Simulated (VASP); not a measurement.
# ScAl3 (Cmmm) in VASP: further runs

Runs on ScAl3. Level: PBE. Tasks: single point.

Program: VASP 6.6.1. These are calculated values, not measurements. Logs are shortened: lines on timing, memory, paths and dates and some standing lists are left out, and cuts for length are marked.

## Step 1: The cell of the first run

The structure is orthorhombic, space group Cmmm (No. 65). Conventional cell: a = 5.733 Å, b = 5.878 Å, c = 4.105 Å, α = 90.00°, β = 90.00°, γ = 90.00°. Sc (site symmetry mmm) has 12 Al at 2.87 to 2.94 Å within 3.8 Å. Within 3.8 Å of Al (site symmetry 2/m) lie 8 Al at 2.87 to 2.94 Å and 4 Sc at 2.90 Å. Al (site symmetry mmm) has 4 Sc at 2.87 to 2.94 Å and 8 Al at 2.90 Å within 3.8 Å.

## Step 2: Single point, PBE (strain +0.0250 x Voigt [0, 0, 0, 1, 0, 0])

The input, INCAR:

```
SYSTEM = ScAl3
PREC = Accurate
ENCUT = 520
EDIFF = 1E-7
ISMEAR = 0
SIGMA = 0.15
LREAL = .False.
LASPH = .True.
NELM = 100
ALGO = Fast
ISIF = 2
LWAVE = .False.
LCHARG = .False.
GGA = PE
NBANDS = 18
```

The input, KPOINTS:

```
regular mesh
0
Gamma
  12 12 12
  0 0 0
```

The input, POSCAR:

```
ScAl3
1.0
    4.1053305968      0.0000000000      0.0000000000
    0.0000000000      4.1053305968      0.0513166325
    0.0000000000      0.0513166325      4.1053305968
Sc Al
1 3
Direct
    0.0000000000      0.0000000000      0.0000000000
    0.5000000000      0.0000000000      0.5000000000
    0.0000000000      0.5000000000      0.5000000000
    0.5000000000      0.5000000000      0.0000000000
```

Potentials or basis: VASP PAW PBE potentials, release 64 (Sc_sv, Al).

On the command line:

```bash
cat potpaw_PBE.64/Sc_sv/POTCAR potpaw_PBE.64/Al/POTCAR > POTCAR
mpirun -np 1 vasp_std > vasp.out
```

OUTCAR:

```text
SYSTEM = ScAl3
   PREC = Accurate
   ENCUT = 520
   EDIFF = 1E-7
   ISMEAR = 0
   LREAL = .False.
   LASPH = .True.
   NELM = 100
   ISIF = 2
   GGA = PE

 ion  position               nearest neighbor table
   1  0.000  0.000  0.000-   3 2.87   3 2.87   4 2.90   4 2.90   4 2.90   4 2.90   2 2.90   2 2.90
                             2 2.90   2 2.90   3 2.94   3 2.94
   2  0.500  0.000  0.500-   4 2.87   4 2.87   3 2.90   3 2.90   3 2.90   3 2.90   1 2.90   1 2.90
                             1 2.90   1 2.90   4 2.94   4 2.94
   3  0.000  0.500  0.500-   1 2.87   1 2.87   2 2.90   2 2.90   2 2.90   2 2.90   4 2.90   4 2.90
                             4 2.90   4 2.90   1 2.94   1 2.94
   4  0.500  0.500  0.000-   2 2.87   2 2.87   1 2.90   1 2.90   1 2.90   1 2.90   3 2.90   3 2.90
                             3 2.90   3 2.90   2 2.94   2 2.94

  LATTYP: Found a base centered orthorhombic cell.
 ALAT       =     5.7332415304
 B/A-ratio  =     1.0253164557
 C/A-ratio  =     0.7160574999

  Lattice vectors:

 A1 = (   0.0000000000,  -0.0513166325,  -4.1053305968)
 A2 = (   0.0000000000,   4.1053305968,   0.0513166325)
 A3 = (   4.1053305968,   0.0000000000,   0.0000000000)

Analysis of symmetry for initial positions (statically):
=====================================================================
 Subroutine PRICEL returns:
 Original cell was already a primitive cell.

 Routine SETGRP: Setting up the symmetry group for a
 base centered orthorhombic supercell.

 Subroutine GETGRP returns: Found  8 space group operations
 (whereof  8 operations were pure point group operations)
 out of a pool of  8 trial point group operations.

The static configuration has the point symmetry D_2h.

Analysis of symmetry for dynamics (positions and initial velocities):
=====================================================================
 Subroutine PRICEL returns:
 Original cell was already a primitive cell.

 Routine SETGRP: Setting up the symmetry group for a
 base centered orthorhombic supercell.

 Subroutine GETGRP returns: Found  8 space group operations
 (whereof  8 operations were pure point group operations)
 out of a pool of  8 trial point group operations.

The dynamic configuration has the point symmetry D_2h.

 Subroutine INISYM returns: Found  8 space group operations
 (whereof  8 operations are pure point group operations),
 and found     1 'primitive' translations

----------------------------------------------------------------------------------------

                                     Primitive cell

  volume of cell :      69.1794

  direct lattice vectors                    reciprocal lattice vectors
     4.105330597  0.000000000  0.000000000     0.243585742  0.000000000  0.000000000
     0.000000000  4.105330597  0.051316633     0.000000000  0.243623808 -0.003045298
     0.000000000  0.051316633  4.105330597     0.000000000 -0.003045298  0.243623808

  length of vectors
     4.105330597  4.105651313  4.105651313     0.243585742  0.243642841  0.243642841

  position of ions in fractional coordinates (direct lattice)
     0.000000000  0.000000000  0.000000000
     0.500000000  0.000000000  0.500000000
     0.000000000  0.500000000  0.500000000
     0.500000000  0.500000000  0.000000000

  ion indices of the primitive-cell ions
   primitive index   ion index
                 1           1
                 2           2
                 3           3
                 4           4

----------------------------------------------------------------------------------------

 KPOINTS: regular mesh

Automatic generation of k-mesh.
 Grid dimensions read from file:
 generate k-points for:   12   12   12

 Generating k-lattice:

  Cartesian coordinates                     Fractional coordinates (reciprocal lattice)
     0.020298812  0.000000000  0.000000000     0.083333333  0.000000000  0.000000000
     0.000000000  0.020301984 -0.000253775     0.000000000  0.083333333  0.000000000
     0.000000000 -0.000253775  0.020301984     0.000000000  0.000000000  0.083333333

  Length of vectors
     0.020298812  0.020303570  0.020303570

  Shift w.r.t. Gamma in fractional coordinates (k-lattice)
     0.000000000  0.000000000  0.000000000

 Subroutine IBZKPT returns following result:
 ===========================================

 Found    301 irreducible k-points:

 Following reciprocal coordinates:
            Coordinates               Weight
  0.000000  0.000000  0.000000      1.000000
  0.083333  0.000000  0.000000      2.000000
  0.166667  0.000000  0.000000      2.000000
  0.250000  0.000000  0.000000      2.000000
  0.333333  0.000000  0.000000      2.000000
  0.416667  0.000000  0.000000      2.000000
[... 16 lines left out ...]
  0.083333  0.250000  0.000000      8.000000
  0.166667  0.250000  0.000000      8.000000
 [... further k-points ...]
   k-points           NKPTS =    301   k-points in BZ     NKDIM =    301   number of bands    NBANDS=     18
   number of dos      NEDOS =    301   number of ions     NIONS =      4
   total plane-waves  NPLWV =  32768
   dimension x,y,z NGX =    32 NGY =   32 NGZ =   32
   dimension x,y,z NGXF=    64 NGYF=   64 NGZF=   64
   ions per type =               1   3
   NGX,Y,Z   is equivalent  to a cutoff of  12.96, 12.96, 12.96 a.u.
   NGXF,Y,Z  is equivalent  to a cutoff of  25.92, 25.91, 25.91 a.u.
 SYSTEM =  ScAl3
   PREC   = accura    normal or accurate (medium, high low for compatibility)
   ISTART =      0    job   : 0-new  1-cont  2-samecut
   ICHARG =      2    charge: 1-file 2-atom 10-const
   ISPIN  =      1    spin polarized calculation?
   LNONCOLLINEAR =      F non collinear calculations
   LSORBIT =      F    spin-orbit coupling
   LASPH  =      T    aspherical Exc in radial PAW
   ENCUT  =  520.0 eV  38.22 Ry    6.18 a.u.   7.63  7.63  7.63*2*pi/ulx,y,z
   NELM   =    100;   NELMIN=  2; NELMDL= -5     # of ELM steps
   EDIFF  = 0.1E-06   stopping-criterion for ELM
   LREAL  =      F    real-space projection
   EDIFFG = 0.1E-05   stopping-criterion for IOM
   NSW    =      0    number of steps for IOM
   IBRION =     -1    ionic relax: 0-MD 1-quasi-New 2-CG
   NFREE  =      0    steps in history (QN), initial steepest desc. (CG)
   ISIF   =      2    stress and relaxation
   ISYM   =      2    0-nonsym 1-usesym 2-fastsym
   POTIM  = 0.5000    time-step for ionic-motion
   TEBEG  =    0.0;   TEEND  =   0.0 temperature during run
   PSTRESS=    0.0 pullay stress
   NELECT =      20.0000    total number of electrons
   NUPDOWN=      -1.0000    fix difference up-down
   EMIN   =  10.00;   EMAX   =-10.00  energy-range for DOS
   EFERMI =   0.00;   METHOD = LEGACY
   ISMEAR =     0;   SIGMA  =   0.15  broadening in eV -4-tet -1-fermi 0-gaus
   EFERMI_NEDOS =   21; number of points for ismear=-14 and -15
   IALGO  =     68    algorithm
   IMIX   =      4    mixing-type and parameters
     AMIX     =   0.40;   BMIX     =  1.00
     AMIX_MAG =   1.60;   BMIX_MAG =  1.00
  volume/ion in A,a.u.               =      17.29       116.71
  Fermi-wavevector in a.u.,A,eV,Ry     =   1.082495  2.045619 15.943251  1.171796
  Thomas-Fermi vector in A             =   2.218538
   LORBIT       =      0    0 simple, 1 ext, 2 COOP (PROOUT), +10 PAW based schemes
   GGA     = PE    functional components
   LHFCALC =     F    Hartree Fock is set to
   AEXX    =    0.0000 exact exchange contribution
   IVDW    =     0    specifies the selected vdW correction
   LEPSILON=     F    determine dielectric tensor
   LRPA    =     F    only Hartree local field effects (RPA)
 non-spin polarized calculation
 RMM-DIIS sequential band-by-band and
 Gauss-broadening in eV      SIGMA  =   0.15
  energy-cutoff  :      520.00
  volume of cell :       69.18
 maximum number of plane-waves:      1878
 NGX is ok and might be reduce to    32
   NGX = 15   NGY = 15   NGZ = 15

 number of electron      19.9999997 magnetization

 Free energy of the ion-electron system (eV)
  ---------------------------------------------------
  ext. energy  EPLUGINS =         0.00000000
  ---------------------------------------------------
  free energy    TOTEN  =       -19.29738297 eV

  energy without entropy =      -19.28230845  energy(sigma->0) =      -19.28984571

 E-fermi :   7.1698     XC(G=0): -10.3674

 val. band max:        7.1642524363   @ k =   0.2500   0.3333   0.0000
 cond. band min:       7.1788999584   @ k =   0.3333   0.2500   0.0000
 fundamental gap:      0.0146475221
 Fermi energy:         7.1697706499

 k-point     1 :       0.0000    0.0000    0.0000
  band No.  band energies     occupation
      1     -41.8582      2.00000
      2     -20.5617      2.00000
      3     -20.5565      2.00000
      4     -20.5527      2.00000
      5      -2.8050      2.00000
      6       4.5524      2.00000
[... 10 lines left out ...]
     17      12.1779      0.00000
     18      12.4032      0.00000

 k-point     2 :       0.0833    0.0000    0.0000
  band No.  band energies     occupation
      1     -41.8582      2.00000
      2     -20.5615      2.00000
      3     -20.5586      2.00000
      4     -20.5525      2.00000
      5      -2.7415      2.00000
      6       3.9558      2.00000
[... 10 lines left out ...]
     17      12.2576      0.00000
     18      12.6342      0.00000

 k-point     3 :       0.1667    0.0000    0.0000
  band No.  band energies     occupation
      1     -41.8579      2.00000
      2     -20.5641      2.00000
      3     -20.5611      2.00000
      4     -20.5521      2.00000
      5      -2.5525      2.00000
      6       3.0148      2.00000
[... 10 lines left out ...]
     17      12.3153      0.00000
     18      12.5570      0.00000

 k-point     4 :       0.2500    0.0000    0.0000
  band No.  band energies     occupation
      1     -41.8576      2.00000
      2     -20.5717      2.00000
      3     -20.5605      2.00000
      4     -20.5515      2.00000
      5      -2.2422      2.00000
      6       2.0524      2.00000
[... 375 lines left out ...]
      4     -20.5548      2.00000
      5      -2.2419      2.00000
      6       2.0537      2.00000
[... 10 lines left out ...]
     17      12.0705      0.00000
     18      12.9457      0.00000

 k-point    23 :       0.0833    0.2500    0.0000
  band No.  band energies     occupation
      1     -41.8576      2.00000
      2     -20.5734      2.00000
      3     -20.5573      2.00000
      4     -20.5546      2.00000
      5      -2.1808      2.00000
      6       2.1041      2.00000
[... 10 lines left out ...]
     17      12.0402      0.00000
     18      12.9133      0.00000

 k-point    24 :       0.1667    0.2500    0.0000
  band No.  band energies     occupation
      1     -41.8573      2.00000
      2     -20.5728      2.00000
      3     -20.5627      2.00000
      4     -20.5542      2.00000
      5      -1.9989      2.00000
      6       2.2513      2.00000
[... 10 lines left out ...]
     17      11.8097      0.00000
     18      12.6571      0.00000

 [... further k-points ...]

------------------------ aborting loop because EDIFF is reached ----------------------------------------

  FORCE on cell =-STRESS in cart. coord.  units (eV):
  Direction    XX          YY          ZZ          XY          YZ          ZX
  --------------------------------------------------------------------------------------
  -------------------------------------------------------------------------------------
  Total        0.0108614      0.0896515      0.0896515      0.0000000     -0.7629310      0.0000000
  in kB        0.2515470      2.0763074      2.0763074      0.0000000    -17.6692992      0.0000000
  external PRESSURE =       1.4680539 kB  Pullay stress =       0.0000000 kB

 VOLUME and BASIS-vectors are now :
 -----------------------------------------------------------------------------
  energy-cutoff  :      520.00
  volume of cell :       69.18
      direct lattice vectors                 reciprocal lattice vectors
     4.105330597  0.000000000  0.000000000     0.243585742  0.000000000  0.000000000
     0.000000000  4.105330597  0.051316633     0.000000000  0.243623808 -0.003045298
     0.000000000  0.051316633  4.105330597     0.000000000 -0.003045298  0.243623808

 POSITION                                       TOTAL-FORCE (eV/Angst)
 -----------------------------------------------------------------------------------
      0.00000      0.00000      0.00000         0.000000      0.000000      0.000000
      2.05267      0.02566      2.05267         0.000000     -0.000000      0.000000
      0.00000      2.07832      2.07832         0.000000     -0.000000      0.000000
      2.05267      2.05267      0.02566         0.000000      0.000000      0.000000
 -----------------------------------------------------------------------------------
    total drift:                                0.000000      0.000000      0.000000

  FREE ENERGIE OF THE ION-ELECTRON SYSTEM (eV)
  ---------------------------------------------------
  free  energy   TOTEN  =       -19.2973829661 eV

  energy  without entropy=      -19.2823084496  energy(sigma->0) =      -19.28984571
```

Run time: 4.2 min. Hardware: 1 thread of Oxide Virtual Turin-like, shared host; peak memory 0.41 GiB.

Results:

```yaml
Free_energy: -19.2974 eV
Pressure: 0.1 GPa
Band_gap_on_the_k_mesh: zero (bands 10 and 11 overlap by 3.76 eV)
```

Caveat: the cell differs from its parent crystal (strain +0.0250 x Voigt [0, 0, 0, 1, 0, 0]).

## Step 3: Single point, PBE (strain +0.0125 x Voigt [0, 0, 0, 1, 0, 0])

The input, INCAR:

```
PREC = Accurate
ENCUT = 520
EDIFF = 1E-6
ISMEAR = 0
SIGMA = 0.15
LREAL = False
LASPH = True
NELM = 60
ALGO = Fast
ISIF = 2
LWAVE = False
LCHARG = True
GGA = PE
LELF = True
LVHAR = True
NBANDS = 18
```

The input, KPOINTS:

```
regular mesh
0
Gamma
  12 12 12
```

Edit POSCAR of step 2 so:

```diff
@@ -3,4 +3,4 @@
     4.1053305968      0.0000000000      0.0000000000
-    0.0000000000      4.1053305968      0.0513166325
-    0.0000000000      0.0513166325      4.1053305968
+    0.0000000000      4.1053305968      0.0256583162
+    0.0000000000      0.0256583162      4.1053305968
 Sc Al
```

Potentials or basis: VASP PAW PBE potentials, release 64 (Sc_sv, Al).

On the command line:

```bash
cat potpaw_PBE.64/Sc_sv/POTCAR potpaw_PBE.64/Al/POTCAR > POTCAR
mpirun -np 1 vasp_std > vasp.out
```

Wall time 2.8 min (1 thread of Oxide Virtual Turin-like, shared host); peak memory 0.41 GiB.

Results (log left out):

```yaml
Free_energy: -19.3045 eV
Pressure: 0.0 GPa
Band_gap_on_the_k_mesh: zero (bands 10 and 11 overlap by 3.81 eV)
```

Stress tensor (GPa, compression positive):
```
-0.03  0.00  0.00
 0.00  0.01 -0.88
 0.00 -0.88  0.01
```

Levels at points of the mesh, in eV from the Fermi level:
| k point | band 8 | band 9 | band 10 | band 11 | band 12 | band 13 |
| --- | --- | --- | --- | --- | --- | --- |
| (0.00, 0.00, 0.00) | -1.86 | -1.83 | -1.79 | 1.23 | 1.28 | 1.29 |
| (0.50, 0.00, 0.00) | -1.69 | -1.46 | 0.78 | 0.96 | 0.98 | 1.34 |
| (0.00, 0.50, 0.00) | -1.71 | -1.46 | 0.74 | 0.97 | 1.00 | 1.35 |
| (0.50, 0.50, 0.00) | -4.35 | -0.54 | -0.54 | 1.18 | 1.35 | 2.05 |
| (0.00, 0.50, 0.50) | -4.34 | -0.57 | -0.51 | 1.18 | 1.34 | 2.05 |
| (0.50, 0.50, 0.50) | -4.44 | -3.01 | -2.96 | -2.91 | 0.92 | 2.57 |

Caveat: the cell differs from its parent crystal (strain +0.0125 x Voigt [0, 0, 0, 1, 0, 0]).
